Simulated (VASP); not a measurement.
# In2BAs3 (P6/mmm) in VASP: a series of runs, part 2 of 2

VASP 6.6.1.

## Step 4: Relaxation of cell and atoms, PBE

This run uses another cell than the first one, of 22.19 Å³/atom, 0.687 times its volume.

INCAR

```
PREC = Accurate
ENCUT = 600
EDIFF = 1E-6
ISMEAR = 0
SIGMA = 0.1
LREAL = False
LASPH = True
NELM = 80
ALGO = Normal
ISIF = 3
LWAVE = False
LCHARG = False
GGA = PE
IBRION = 2
NSW = 90
EDIFFG = -0.04
```

KPOINTS

```
regular mesh
0
Gamma
  6 6 4
```

POSCAR

```
In2BAs3
1.0
    4.7285827400      0.0000000000      0.0000000000
   -2.3642913700      4.0950727800      0.0000000000
    0.0000000000      0.0000000000      6.8742569000
In B As
2 1 3
Direct
    0.0000000000      0.0000000000      0.7844641100
    0.0000000000      0.0000000000      0.2155358900
    0.0000000000      0.0000000000      0.5000000000
    0.5000000000      0.0000000000      0.0000000000
    0.0000000000      0.5000000000      0.0000000000
    0.5000000000      0.5000000000      0.0000000000
```

Potentials or basis: VASP PAW PBE potentials, release 64 (In_d, B, As).

On the command line:

```console
cat potpaw_PBE.64/In_d/POTCAR potpaw_PBE.64/B/POTCAR potpaw_PBE.64/As/POTCAR > POTCAR
mpirun -np 1 vasp_std > vasp.out
```

OUTCAR:

```text
PREC = Accurate
   ENCUT = 600
   EDIFF = 1E-6
   ISMEAR = 0
   LREAL = False
   LASPH = True
   NELM = 80
   ISIF = 3
   GGA = PE
   IBRION = 2
   NSW = 90
   EDIFFG = -0.04

 ion  position               nearest neighbor table
   1  0.000  0.000  0.784-   3 1.96   4 2.79   4 2.79   6 2.79   5 2.79   5 2.79   6 2.79   2 2.96
                             2 3.91
   2  0.000  0.000  0.216-   3 1.96   4 2.79   4 2.79   6 2.79   5 2.79   5 2.79   6 2.79   1 2.96
                             1 3.91
   3  0.000  0.000  0.500-   1 1.96   2 1.96
   4  0.500  0.000  0.000-   5 2.36   6 2.36   6 2.36   5 2.36   1 2.79   1 2.79   2 2.79   2 2.79

   5  0.000  0.500  0.000-   6 2.36   6 2.36   4 2.36   4 2.36   1 2.79   2 2.79   1 2.79   2 2.79

   6  0.500  0.500  0.000-   5 2.36   5 2.36   4 2.36   4 2.36   1 2.79   2 2.79   1 2.79   2 2.79

  LATTYP: Found a hexagonal cell.
 ALAT       =     4.7285827400
 C/A-ratio  =     1.4537668638

  Lattice vectors:

 A1 = (   4.7285827400,   0.0000000000,   0.0000000000)
 A2 = (  -2.3642913700,   4.0950727800,   0.0000000000)
 A3 = (   0.0000000000,   0.0000000000,   6.8742569000)

Analysis of symmetry for initial positions (statically):
=====================================================================
 Subroutine PRICEL returns:
 Original cell was already a primitive cell.

 Routine SETGRP: Setting up the symmetry group for a
 hexagonal supercell.

 Subroutine GETGRP returns: Found 24 space group operations
 (whereof 24 operations were pure point group operations)
 out of a pool of 24 trial point group operations.

The static configuration has the point symmetry D_6h.

Analysis of symmetry for dynamics (positions and initial velocities):
=====================================================================
 Subroutine PRICEL returns:
 Original cell was already a primitive cell.

 Routine SETGRP: Setting up the symmetry group for a
 hexagonal supercell.

 Subroutine GETGRP returns: Found 24 space group operations
 (whereof 24 operations were pure point group operations)
 out of a pool of 24 trial point group operations.

The dynamic configuration has the point symmetry D_6h.

 Subroutine INISYM returns: Found 24 space group operations
 (whereof 24 operations are pure point group operations),
 and found     1 'primitive' translations

----------------------------------------------------------------------------------------

                                     Primitive cell

  volume of cell :     133.1124

  direct lattice vectors                    reciprocal lattice vectors
     4.728582740  0.000000000  0.000000000     0.211479857  0.122097952  0.000000000
    -2.364291370  4.095072780  0.000000000     0.000000000  0.244195904  0.000000000
     0.000000000  0.000000000  6.874256900     0.000000000  0.000000000  0.145470269

  length of vectors
     4.728582740  4.728582743  6.874256900     0.244195904  0.244195904  0.145470269

  position of ions in fractional coordinates (direct lattice)
     0.000000000  0.000000000  0.784464110
     0.000000000  0.000000000  0.215535890
     0.000000000  0.000000000  0.500000000
     0.500000000  0.000000000  0.000000000
     0.000000000  0.500000000  0.000000000
     0.500000000  0.500000000  0.000000000

  ion indices of the primitive-cell ions
   primitive index   ion index
                 1           1
                 2           2
                 3           3
                 4           4
                 5           5
                 6           6

----------------------------------------------------------------------------------------

 KPOINTS: regular mesh

Automatic generation of k-mesh.
 Grid dimensions read from file:
 generate k-points for:    6    6    4

 Generating k-lattice:

  Cartesian coordinates                     Fractional coordinates (reciprocal lattice)
     0.035246643  0.020349659  0.000000000     0.166666667  0.000000000  0.000000000
     0.000000000  0.040699317  0.000000000     0.000000000  0.166666667  0.000000000
     0.000000000  0.000000000  0.036367567     0.000000000  0.000000000  0.250000000

  Length of vectors
     0.040699317  0.040699317  0.036367567

  Shift w.r.t. Gamma in fractional coordinates (k-lattice)
     0.000000000  0.000000000  0.000000000

 Subroutine IBZKPT returns following result:
 ===========================================

 Found     21 irreducible k-points:

 Following reciprocal coordinates:
            Coordinates               Weight
  0.000000  0.000000  0.000000      1.000000
  0.166667  0.000000  0.000000      6.000000
  0.333333  0.000000  0.000000      6.000000
  0.500000  0.000000  0.000000      3.000000
  0.166667  0.166667  0.000000      6.000000
  0.333333  0.166667  0.000000     12.000000
[... 13 lines left out ...]
  0.333333  0.166667  0.500000     12.000000
  0.333333  0.333333  0.500000      2.000000
   k-points           NKPTS =     21   k-points in BZ     NKDIM =     21   number of bands    NBANDS=     26
   number of dos      NEDOS =    301   number of ions     NIONS =      6
   total plane-waves  NPLWV =  89600
   dimension x,y,z NGX =    40 NGY =   40 NGZ =   56
   dimension x,y,z NGXF=    80 NGYF=   80 NGZF=  112
   ions per type =               2   1   3
   NGX,Y,Z   is equivalent  to a cutoff of  14.06, 14.06, 13.54 a.u.
   NGXF,Y,Z  is equivalent  to a cutoff of  28.13, 28.13, 27.09 a.u.
 SYSTEM =  unknown system
   PREC   = accura    normal or accurate (medium, high low for compatibility)
   ISTART =      0    job   : 0-new  1-cont  2-samecut
   ICHARG =      2    charge: 1-file 2-atom 10-const
   ISPIN  =      1    spin polarized calculation?
   LNONCOLLINEAR =      F non collinear calculations
   LSORBIT =      F    spin-orbit coupling
   LASPH  =      T    aspherical Exc in radial PAW
   ENCUT  =  600.0 eV  44.10 Ry    6.64 a.u.   9.44  9.44 13.73*2*pi/ulx,y,z
   NELM   =     80;   NELMIN=  2; NELMDL= -5     # of ELM steps
   EDIFF  = 0.1E-05   stopping-criterion for ELM
   LREAL  =      F    real-space projection
   EDIFFG = -.4E-01   stopping-criterion for IOM
   NSW    =     90    number of steps for IOM
   IBRION =      2    ionic relax: 0-MD 1-quasi-New 2-CG
   NFREE  =      1    steps in history (QN), initial steepest desc. (CG)
   ISIF   =      3    stress and relaxation
   ISYM   =      2    0-nonsym 1-usesym 2-fastsym
   POTIM  = 0.5000    time-step for ionic-motion
   TEBEG  =    0.0;   TEEND  =   0.0 temperature during run
   PSTRESS=    0.0 pullay stress
   NELECT =      44.0000    total number of electrons
   NUPDOWN=      -1.0000    fix difference up-down
   EMIN   =  10.00;   EMAX   =-10.00  energy-range for DOS
   EFERMI =   0.00;   METHOD = LEGACY
   ISMEAR =     0;   SIGMA  =   0.10  broadening in eV -4-tet -1-fermi 0-gaus
   EFERMI_NEDOS =   21; number of points for ismear=-14 and -15
   IALGO  =     38    algorithm
   IMIX   =      4    mixing-type and parameters
     AMIX     =   0.40;   BMIX     =  1.00
     AMIX_MAG =   1.60;   BMIX_MAG =  1.00
  volume/ion in A,a.u.               =      22.19       149.71
  Fermi-wavevector in a.u.,A,eV,Ry     =   1.131930  2.139038 17.432678  1.281266
  Thomas-Fermi vector in A             =   2.268630
   LORBIT       =      0    0 simple, 1 ext, 2 COOP (PROOUT), +10 PAW based schemes
   GGA     = PE    functional components
   LHFCALC =     F    Hartree Fock is set to
   AEXX    =    0.0000 exact exchange contribution
   IVDW    =     0    specifies the selected vdW correction
   LEPSILON=     F    determine dielectric tensor
   LRPA    =     F    only Hartree local field effects (RPA)
 conjugate gradient relaxation of ions
 non-spin polarized calculation
 Gauss-broadening in eV      SIGMA  =   0.10
  energy-cutoff  :      600.00
  volume of cell :      133.11
 maximum number of plane-waves:      4479
 NGX is ok and might be reduce to    40
   NGX = 19   NGY = 19   NGZ = 27

--------------------------------------- Ionic step        1  -------------------------------------------

 number of electron      44.0000004 magnetization

 Free energy of the ion-electron system (eV)
  ---------------------------------------------------
  ext. energy  EPLUGINS =         0.00000000
  ---------------------------------------------------
  free energy    TOTEN  =       -15.47466767 eV

  energy without entropy =      -15.46333549  energy(sigma->0) =      -15.46900158

 E-fermi :   5.4025     XC(G=0):  -9.2513

 val. band max:        5.3194844974   @ k =   0.3333   0.3333   0.2500
 cond. band min:       5.4660941999   @ k =   0.3333   0.1667   0.2500
 fundamental gap:      0.1466097025
 Fermi energy:         5.4025437134

 k-point     1 :       0.0000    0.0000    0.0000
  band No.  band energies     occupation
      1     -11.4687      2.00000
      2     -10.0130      2.00000
      3      -9.6795      2.00000
      4      -9.6795      2.00000
      5      -9.5670      2.00000
      6      -9.4723      2.00000
[... 875 lines left out ...]
  energy  without entropy=      -20.1603069243  energy(sigma->0) =      -20.17169031

--------------------------------------- Ionic step        8  -------------------------------------------

 number of electron      44.0000020 magnetization

 Free energy of the ion-electron system (eV)
  ---------------------------------------------------
  ext. energy  EPLUGINS =         0.00000000
  ---------------------------------------------------
  free energy    TOTEN  =       -20.19424394 eV

  energy without entropy =      -20.17232104  energy(sigma->0) =      -20.18328249

 E-fermi :   2.2564     XC(G=0):  -7.6823

 val. band max:        2.2401466923   @ k =   0.3333   0.1667   0.0000
 cond. band min:       2.2706963504   @ k =   0.3333   0.1667   0.2500
 fundamental gap:      0.0305496581
 Fermi energy:         2.2564365335

 k-point     1 :       0.0000    0.0000    0.0000
  band No.  band energies     occupation
      1     -12.4243      2.00000
      2     -12.2142      2.00000
      3     -12.2142      2.00000
      4     -12.1733      2.00000
      5     -12.1733      2.00000
      6     -12.1343      2.00000
[... 631 lines left out ...]
  FREE ENERGIE OF THE ION-ELECTRON SYSTEM (eV)
  ---------------------------------------------------
  free  energy   TOTEN  =       -20.1942439366 eV

  energy  without entropy=      -20.1723210440  energy(sigma->0) =      -20.18328249

 reached required accuracy - stopping structural energy minimisation
```

OSZICAR:

```text
N       E                     dE             d eps       ncg     rms          rms(c)
DAV:   1     0.412737260522E+03    0.41274E+03   -0.21808E+04  1092   0.203E+03
DAV:   2     0.355778920119E+02   -0.37716E+03   -0.37137E+03  1102   0.455E+02
DAV:   3    -0.145824540326E+02   -0.50160E+02   -0.49344E+02  1428   0.175E+02
[... 94 lines left out ...]
DAV:   7    -0.201942301520E+02    0.49660E-03   -0.33348E-03  1486   0.162E-01    0.451E-02
DAV:   8    -0.201942452083E+02   -0.15056E-04   -0.15497E-04  1316   0.753E-02    0.261E-02
DAV:   9    -0.201942460357E+02   -0.82739E-06   -0.16643E-05  1480   0.171E-02    0.139E-02
DAV:  10    -0.201942444141E+02    0.16216E-05   -0.54481E-06  1028   0.893E-03    0.776E-03
DAV:  11    -0.201942439366E+02    0.47752E-06   -0.23620E-06   948   0.781E-03
   8 F= -.20194244E+02 E0= -.20183282E+02  d E =-.111703E-01
```

Run time: 11 min. Hardware: 1 thread of Intel Xeon 6975P-C (Granite Rapids), shared host; peak memory 0.35 GiB.

What came out:

```yaml
Free_energy: -20.1942 eV
Relaxed_volume: 32.46 Å³/atom
Relaxed_cell: a = 5.472 Å, b = 5.472 Å, c = 7.510 Å, α = 90.00°, β = 90.00°, γ = 120.00°
Space_group_after_relaxing_to_0.05_Å: P6/mmm (No. 191)
Energy_gained_by_relaxing: 786.6 meV/atom
Ionic_steps: 8
Pressure_after_relaxing: 0.0 GPa
Largest_force_after_relaxing: 0.022 eV/Å
Band_gap_on_the_k_mesh: zero (band 22 reaches 2.76 eV, above the bottom of band 23 at 1.83 eV)
```

Forces on the atoms (eV/Å):
```
In   0.000  0.000 -0.022
In   0.000  0.000  0.022
B    0.000  0.000  0.000
As   0.000  0.000  0.000
As   0.000  0.000  0.000
As   0.000  0.000  0.000
```

Stress tensor (GPa, compression positive):
```
 0.06  0.00  0.00
 0.00  0.06  0.00
 0.00  0.00 -0.17
```

Step by step:
```tsv
step	energy change (eV)	largest force (eV/Å)	pressure (GPa)	volume (Å³)
1	0.0000	0.2895	33.62	133.11
2	-3.7631	0.4813	-4.70	244.38
3	-4.6605	0.5521	0.23	194.15
4	-4.6615	0.5470	-0.16	196.24
5	-4.6863	0.3322	-0.20	196.23
6	-4.7068	0.2383	-0.16	196.17
7	-4.7084	0.1120	-0.18	196.18
8	-4.7196	0.0223	-0.02	194.76
```

Final structure:
```xyz
6
Lattice="5.4722 0.0000 0.0000 -2.7361 4.7391 0.0000 0.0000 0.0000 7.5101" Properties=species:S:1:pos:R:3 pbc="T T T"
In    0.0000    0.0000    5.9862
In    2.7361    4.7391    1.5240
B     2.7361    4.7391    3.7551
As    0.0000    4.7391    7.5101
As    4.1042    2.3696    7.5101
As    1.3681    2.3696    7.5101
```

Levels at points of the mesh, in eV from the Fermi level:
| k point | band 18 | band 19 | band 20 | band 21 | band 22 | band 23 | band 24 | band 25 | band 26 |
| --- | --- | --- | --- | --- | --- | --- | --- | --- | --- |
| (0.00, 0.00, 0.00) | -4.37 | -3.24 | -1.87 | 0.51 | 0.51 | 0.51 | 0.51 | 2.22 | 2.22 |
| (0.50, 0.00, 0.00) | -1.67 | -1.48 | -0.99 | -0.55 | -0.46 | -0.43 | 0.06 | 0.55 | 1.83 |
| (0.00, 0.00, 0.50) | -4.34 | -3.73 | -1.49 | 0.05 | 0.05 | 0.49 | 0.49 | 1.68 | 3.57 |
| (0.50, 0.00, 0.50) | -2.29 | -1.34 | -1.20 | -0.88 | -0.43 | -0.14 | 0.33 | 0.77 | 0.95 |

Caveat: the volume moved by over 15 % at a fixed basis, so the end points are rough; spin-orbit coupling is left out, which moves the levels of the heavy elements.

## Step 5: Single point, PBE

This run uses another cell than the first one, of 32.38 Å³/atom, 1.003 times its volume.

INCAR

```
SYSTEM = In2BAs3
PREC     = Accurate       ! precision mode
ENCUT    = 520            ! plane-wave cutoff, eV
EDIFF    = 1E-6           ! SCF threshold, eV
ISMEAR   = 0              ! smearing method
SIGMA    = 0.1            ! smearing width, eV
LREAL    = .FALSE.        ! projectors in reciprocal space
LASPH    = .TRUE.         ! aspherical terms in the spheres
NELM     = 100            ! most SCF steps
ALGO     = Normal         ! electronic algorithm
ISIF     = 2              ! what is computed and relaxed
LWAVE    = .FALSE.        ! write WAVECAR
LCHARG   = .FALSE.        ! write CHGCAR
GGA      = PE             ! functional
NBANDS   = 31             ! bands
```

KPOINTS

```
regular mesh
0
G
  12 12 6
  0 0 0
```

POSCAR

```
In2BAs3
1.0
    5.4374692307      0.0000000000      0.0000000000
   -2.7187346153      4.7089864861      0.0000000000
    0.0000000000      0.0000000000      7.5885179097
In B As
2 1 3
Direct
    0.0000000000      0.0000000000      0.7934752773
    0.0000000000      0.0000000000      0.2065247227
    0.0000000000      0.0000000000      0.5000000000
    0.5000000000      0.0000000000      0.0000000000
    0.0000000000      0.5000000000      0.0000000000
    0.5000000000      0.5000000000      0.0000000000
```

Potentials or basis: VASP PAW PBE potentials, release 64 (In_d, B, As).

On the command line:

```console
cat potpaw_PBE.64/In_d/POTCAR potpaw_PBE.64/B/POTCAR potpaw_PBE.64/As/POTCAR > POTCAR
mpirun -np 1 vasp_std > vasp.out
```

OUTCAR:

```text
SYSTEM = In2BAs3
   PREC = Accurate
   ENCUT = 520
   EDIFF = 1E-6
   ISMEAR = 0
   LREAL = .FALSE.
   LASPH = .TRUE.
   NELM = 100
   ISIF = 2
   GGA = PE

 ion  position               nearest neighbor table
   1  0.000  0.000  0.793-   3 2.23   2 3.13   5 3.14   5 3.14   4 3.14   4 3.14   6 3.14   6 3.14

   2  0.000  0.000  0.207-   3 2.23   1 3.13   5 3.14   5 3.14   4 3.14   4 3.14   6 3.14   6 3.14

   3  0.000  0.000  0.500-   1 2.23   2 2.23
   4  0.500  0.000  0.000-   6 2.72   6 2.72   5 2.72   5 2.72   1 3.14   1 3.14   2 3.14   2 3.14

[... 1027 lines left out ...]
  Total        0.0682214      0.0682214     -0.0265928      0.0000000      0.0000000      0.0000000
  in kB        0.5625352      0.5625352     -0.2192774      0.0000000      0.0000000      0.0000000
  external PRESSURE =       0.3019310 kB  Pullay stress =       0.0000000 kB

 VOLUME and BASIS-vectors are now :
 -----------------------------------------------------------------------------
  energy-cutoff  :      520.00
  volume of cell :      194.30
      direct lattice vectors                 reciprocal lattice vectors
     5.437469231  0.000000000  0.000000000     0.183909087  0.106179961  0.000000000
    -2.718734615  4.708986486  0.000000000     0.000000000  0.212359921  0.000000000
     0.000000000  0.000000000  7.588517910     0.000000000  0.000000000  0.131778038

 POSITION                                       TOTAL-FORCE (eV/Angst)
 -----------------------------------------------------------------------------------
      0.00000      0.00000      6.02130         0.000000      0.000000     -0.012757
      0.00000      0.00000      1.56722        -0.000000     -0.000000      0.012757
      0.00000      0.00000      3.79426        -0.000000     -0.000000      0.000000
      2.71873      0.00000      0.00000        -0.000000     -0.000000      0.000000
     -1.35937      2.35449      0.00000        -0.000000     -0.000000      0.000000
      1.35937      2.35449      0.00000        -0.000000     -0.000000      0.000000
 -----------------------------------------------------------------------------------
    total drift:                               -0.000000      0.000000      0.000000

  FREE ENERGIE OF THE ION-ELECTRON SYSTEM (eV)
  ---------------------------------------------------
  free  energy   TOTEN  =       -20.1297805506 eV

  energy  without entropy=      -20.1068699333  energy(sigma->0) =      -20.11832524
```

stdout:

```text
POSCAR found type information on POSCAR InB As
 POSCAR found :  3 types and       6 ions
 scaLAPACK will be used
 LDA part: xc-table for (Slater+PW92), standard interpolation
 POSCAR, INCAR and KPOINTS ok, starting setup
 FFT: planning ... GRIDC
 FFT: planning ... GRID_SOFT
 FFT: planning ... GRID
 WAVECAR not read
 entering main loop
```

Wall time 8.1 min (1 thread of Intel Xeon 6975P-C (Granite Rapids), shared host); peak memory 0.56 GiB.

What came out:

```yaml
Free_energy: -20.1298 eV
Pressure: 0.0 GPa
Largest_force: 0.013 eV/Å
Band_gap_on_the_k_mesh: zero (band 22 reaches 2.77 eV, above the bottom of band 23 at 1.80 eV)
```

Forces on the atoms (eV/Å):
```
In   0.000  0.000 -0.013
In   0.000  0.000  0.013
B    0.000  0.000  0.000
As   0.000  0.000  0.000
As   0.000  0.000  0.000
As   0.000  0.000  0.000
```

Caveat: spin-orbit coupling is left out, which moves the levels of the heavy elements.

## Step 6: Overview

```csv
task,cell,k mesh,cutoff (eV),gap on the mesh (eV),pressure (GPa),largest force (eV/Å)
single point,"a = 5.464, b = 5.464, c = 7.490 Å, angles 90.0, 90.0, 120.0°, 6 atoms",6 × 6 × 4,520,none,0.2,0.01
single point,"a = 4.729, b = 4.729, c = 6.874 Å, angles 90.0, 90.0, 120.0°, 6 atoms",6 × 6 × 4,520,none,33.6,0.29
relaxation of cell and atoms,"relaxed from a = 4.729, b = 4.729, c = 6.874 Å, angles 90.0, 90.0, 120.0°, 6 atoms",6 × 6 × 4,600,none,0.0,0.02
single point,"a = 5.437, b = 5.437, c = 7.589 Å, angles 90.0, 90.0, 120.0°, 6 atoms",12 × 12 × 6,520,none,0.0,0.01
```

Alike in all rows: level PBE; potentials or basis VASP PAW PBE potentials, release 64 (In_d, B, As); no spin polarisation; smearing gaussian 0.1 eV.

Caveats: spin-orbit coupling is left out, which moves the levels of the heavy elements; the volume moved by over 15 % at a fixed basis, so the end points are rough (some runs).

Absolute energies hang on the potentials; compare differences alone.
